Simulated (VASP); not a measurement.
# O (R-3m) in VASP: further runs

Runs on O. Level: LDA. Tasks: single point.

Everything below comes from runs of VASP 6.6.1. Logs are shortened: lines on timing, memory, paths and dates and some standing lists are left out, and cuts for length are marked.

## 1. The cell of the first run

It takes space group R-3m (No. 166, trigonal). The conventional cell has a = 3.282 Å, b = 3.282 Å, c = 10.967 Å, α = 90.00°, β = 90.00°, γ = 120.00°. O (site symmetry 3m) has 1 O at 1.20 Å within 1.6 Å.

## 2. Single point, LDA

Contents of INCAR:

```
ALGO     = Normal         # electronic algorithm
EDIFF    = 1E-7           # SCF threshold, eV
ENCUT    = 520            # plane-wave cutoff, eV
GGA      = CA             # functional
ISIF     = 2              # what is computed and relaxed
ISMEAR   = 0              # smearing method
LASPH    = T              # aspherical terms in the spheres
LCHARG   = F              # write CHGCAR
LREAL    = F              # projectors in reciprocal space
LWAVE    = F              # write WAVECAR
NBANDS   = 13             # bands
NELM     = 60             # most SCF steps
PREC     = Accurate       # precision mode
SIGMA    = 0.05           # smearing width, eV
```

Contents of KPOINTS:

```
k-points
0
Gamma
  9 9 9
```

Contents of POSCAR:

```
O
1.0
    1.6407557005      0.9472907454      3.6558148890
   -1.6407557005      0.9472907454      3.6558148890
    0.0000000000     -1.8945814906      3.6558148890
O
2
Direct
    0.0546147200      0.0546147200      0.0546147200
    0.9453852800      0.9453852800      0.9453852800
```

Potentials or basis: VASP PAW LDA potentials, release 64 (O).

Command:

```
> cat potpaw_LDA.64/O/POTCAR > POTCAR
> mpirun -np 1 vasp_std > vasp.out
```

OUTCAR:

```text
EDIFF = 1E-7
   ENCUT = 520
   GGA = CA
   ISIF = 2
   ISMEAR = 0
   LASPH = T
   LREAL = F
   NELM = 60
   PREC = Accurate

 ion  position               nearest neighbor table
   1  0.055  0.055  0.055-   2 1.20
   2  0.945  0.945  0.945-   1 1.20

  LATTYP: Found a trigonal (rhomboedric) cell.
 ALAT       =     4.1175747143
 COS(alpha) =     0.6824333683

  Lattice vectors:

 A1 = (   1.6407557005,   0.9472907454,   3.6558148890)
 A2 = (  -1.6407557005,   0.9472907454,   3.6558148890)
 A3 = (   0.0000000000,  -1.8945814906,   3.6558148890)

Analysis of symmetry for initial positions (statically):
=====================================================================
 Subroutine PRICEL returns:
 Original cell was already a primitive cell.

 Routine SETGRP: Setting up the symmetry group for a
 trigonal (rhombohedral) supercell.

 Subroutine GETGRP returns: Found 12 space group operations
 (whereof 12 operations were pure point group operations)
 out of a pool of 12 trial point group operations.

The static configuration has the point symmetry D_3d.

Analysis of symmetry for dynamics (positions and initial velocities):
=====================================================================
 Subroutine PRICEL returns:
 Original cell was already a primitive cell.

 Routine SETGRP: Setting up the symmetry group for a
 trigonal (rhombohedral) supercell.

 Subroutine GETGRP returns: Found 12 space group operations
 (whereof 12 operations were pure point group operations)
 out of a pool of 12 trial point group operations.

The dynamic configuration has the point symmetry D_3d.

 Subroutine INISYM returns: Found 12 space group operations
 (whereof 12 operations are pure point group operations),
 and found     1 'primitive' translations

----------------------------------------------------------------------------------------

                                     Primitive cell

  volume of cell :      34.0928

  direct lattice vectors                    reciprocal lattice vectors
     1.640755700  0.947290745  3.655814889     0.304737628  0.175940351  0.091178942
    -1.640755700  0.947290745  3.655814889    -0.304737628  0.175940351  0.091178942
     0.000000000 -1.894581491  3.655814889     0.000000000 -0.351880703  0.091178942

  length of vectors
     4.117574714  4.117574714  4.117574714     0.363501896  0.363501896  0.363501896

[... 83 lines left out ...]
   NSW    =      0    number of steps for IOM
   IBRION =     -1    ionic relax: 0-MD 1-quasi-New 2-CG
   NFREE  =      0    steps in history (QN), initial steepest desc. (CG)
   ISIF   =      2    stress and relaxation
   ISYM   =      2    0-nonsym 1-usesym 2-fastsym
   POTIM  = 0.5000    time-step for ionic-motion
   TEBEG  =    0.0;   TEEND  =   0.0 temperature during run
   PSTRESS=    0.0 pullay stress
   NELECT =      12.0000    total number of electrons
   NUPDOWN=      -1.0000    fix difference up-down
   EMIN   =  10.00;   EMAX   =-10.00  energy-range for DOS
   EFERMI =   0.00;   METHOD = LEGACY
   ISMEAR =     0;   SIGMA  =   0.05  broadening in eV -4-tet -1-fermi 0-gaus
   EFERMI_NEDOS =   21; number of points for ismear=-14 and -15
   IALGO  =     38    algorithm
   IMIX   =      4    mixing-type and parameters
     AMIX     =   0.40;   BMIX     =  1.00
     AMIX_MAG =   1.60;   BMIX_MAG =  1.00
  volume/ion in A,a.u.               =      17.05       115.03
  Fermi-wavevector in a.u.,A,eV,Ry     =   1.155884  2.184305 18.178315  1.336068
  Thomas-Fermi vector in A             =   2.292509
   LORBIT       =      0    0 simple, 1 ext, 2 COOP (PROOUT), +10 PAW based schemes
   GGA     = CA    functional components
   LHFCALC =     F    Hartree Fock is set to
   AEXX    =    0.0000 exact exchange contribution
   IVDW    =     0    specifies the selected vdW correction
   LEPSILON=     F    determine dielectric tensor
   LRPA    =     F    only Hartree local field effects (RPA)
 non-spin polarized calculation
 Gauss-broadening in eV      SIGMA  =   0.05
  energy-cutoff  :      520.00
  volume of cell :       34.09
 maximum number of plane-waves:       933
   NGX = 15   NGY = 15   NGZ = 15

 number of electron      12.0000006 magnetization

 Free energy of the ion-electron system (eV)
  ---------------------------------------------------
  ext. energy  EPLUGINS =         0.00000000
  ---------------------------------------------------
  free energy    TOTEN  =       -10.08225103 eV

  energy without entropy =      -10.07651900  energy(sigma->0) =      -10.07938501

 E-fermi :  -1.9149     XC(G=0):  -8.1630

 val. band max:       -1.9218735078   @ k =  -0.3333   0.3333   0.1111
 cond. band min:      -1.9138759458   @ k =   0.2222  -0.0000   0.0000
 fundamental gap:      0.0079975620
 Fermi energy:        -1.9149335882

 k-point     1 :       0.0000    0.0000    0.0000
  band No.  band energies     occupation
      1     -28.9972      2.00000
      2     -15.3064      2.00000
      3     -10.0575      2.00000
      4      -8.6509      2.00000
      5      -8.6509      2.00000
      6      -1.6732      0.00000
      7      -1.6732      0.00000
      8       4.2002      0.00000
      9       8.9186      0.00000
     10      11.1273      0.00000
     11      13.7499      0.00000
     12      15.8775      0.00000
     13      15.8775      0.00000
[... 354 lines left out ...]
  band No.  band energies     occupation
      1     -28.8851      2.00000
      2     -15.4745      2.00000
      3      -9.6019      2.00000
      4      -9.0685      2.00000
      5      -8.9377      2.00000
      6      -2.5741      2.00000
      7      -1.5734      0.00000
      8       6.8313      0.00000
      9       8.2143      0.00000
     10      10.1897      0.00000
     11      10.6067      0.00000
     12      13.6638      0.00000
     13      16.0542      0.00000

 [... further k-points ...]
[... 5 lines left out ...]
  --------------------------------------------------------------------------------------
  -------------------------------------------------------------------------------------
  Total       -1.4049741     -1.4049741      1.7723474      0.0000000      0.0000000      0.0000000
  in kB      -66.0261915    -66.0261915     83.2907488      0.0000000      0.0000000      0.0000000
  external PRESSURE =     -16.2538781 kB  Pullay stress =       0.0000000 kB

 VOLUME and BASIS-vectors are now :
 -----------------------------------------------------------------------------
  energy-cutoff  :      520.00
  volume of cell :       34.09
      direct lattice vectors                 reciprocal lattice vectors
     1.640755700  0.947290745  3.655814889     0.304737628  0.175940351  0.091178942
    -1.640755700  0.947290745  3.655814889    -0.304737628  0.175940351  0.091178942
     0.000000000 -1.894581491  3.655814889     0.000000000 -0.351880703  0.091178942

 POSITION                                       TOTAL-FORCE (eV/Angst)
 -----------------------------------------------------------------------------------
      0.00000      0.00000      0.59898         0.000000      0.000000      1.916315
      0.00000      0.00000     10.36846         0.000000     -0.000000     -1.916315
 -----------------------------------------------------------------------------------
    total drift:                               -0.000000     -0.000000      0.000000

  FREE ENERGIE OF THE ION-ELECTRON SYSTEM (eV)
  ---------------------------------------------------
  free  energy   TOTEN  =       -10.0822510269 eV

  energy  without entropy=      -10.0765190003  energy(sigma->0) =      -10.07938501
```

OSZICAR:

```text
N       E                     dE             d eps       ncg     rms          rms(c)
DAV:   1     0.398069524948E+02    0.39807E+02   -0.59041E+03  2234   0.812E+02
DAV:   2    -0.860961899018E+01   -0.48417E+02   -0.46616E+02  2931   0.175E+02
DAV:   3    -0.103996393815E+02   -0.17900E+01   -0.17514E+01  2515   0.311E+01
DAV:   4    -0.104069559438E+02   -0.73166E-02   -0.73142E-02  2490   0.239E+00
DAV:   5    -0.104069898164E+02   -0.33873E-04   -0.33872E-04  2548   0.156E-01    0.443E+00
DAV:   6    -0.101462155460E+02    0.26077E+00   -0.20500E-01  2580   0.419E+00    0.231E+00
DAV:   7    -0.100808580861E+02    0.65357E-01   -0.18308E-01  2640   0.388E+00    0.450E-01
DAV:   8    -0.100822574536E+02   -0.13994E-02   -0.17686E-02  2265   0.104E+00    0.868E-02
DAV:   9    -0.100822491761E+02    0.82774E-05   -0.12631E-04  2660   0.101E-01    0.256E-02
DAV:  10    -0.100822503742E+02   -0.11981E-05   -0.16466E-05  2400   0.371E-02    0.803E-03
DAV:  11    -0.100822513943E+02   -0.10201E-05   -0.44570E-06  2410   0.165E-02    0.497E-03
DAV:  12    -0.100822510290E+02    0.36530E-06   -0.54121E-07  2530   0.697E-03    0.178E-03
DAV:  13    -0.100822510269E+02    0.20509E-08   -0.14495E-07  2186   0.303E-03
   1 F= -.10082251E+02 E0= -.10079385E+02  d E =-.573203E-02
```

stdout:

```text
POSCAR found type information on POSCAR O
 POSCAR found :  1 types and       2 ions
 scaLAPACK will be used
 LDA part: xc-table for (Slater(with rela. corr.)+CA(PZ))
 , standard interpolation
 POSCAR, INCAR and KPOINTS ok, starting setup
 FFT: planning ... GRIDC
 FFT: planning ... GRID_SOFT
 FFT: planning ... GRID
 WAVECAR not read
 entering main loop
```

Wall time 13 s (1 thread of Intel Xeon 6975P-C (Granite Rapids), shared host); peak memory 0.15 GiB.

What came out:

```
Free energy            : -10.0823 eV
Pressure               : -1.6 GPa
Largest force          : 1.916 eV/Å
Band gap on the k mesh : zero (bands 6 and 7 overlap by 0.59 eV)
```

Forces in eV/Å, atoms in the order of the input:
```
O    0.000  0.000  1.916
O    0.000  0.000 -1.916
```

Caveat: the standard files for N, O and F lose accuracy on very short bonds; spin is off for a triplet molecule; forces of over 1 eV/Å act on the atoms, so gaps and moduli don't describe the material at rest.

(Part 1 of 2 ends here.)
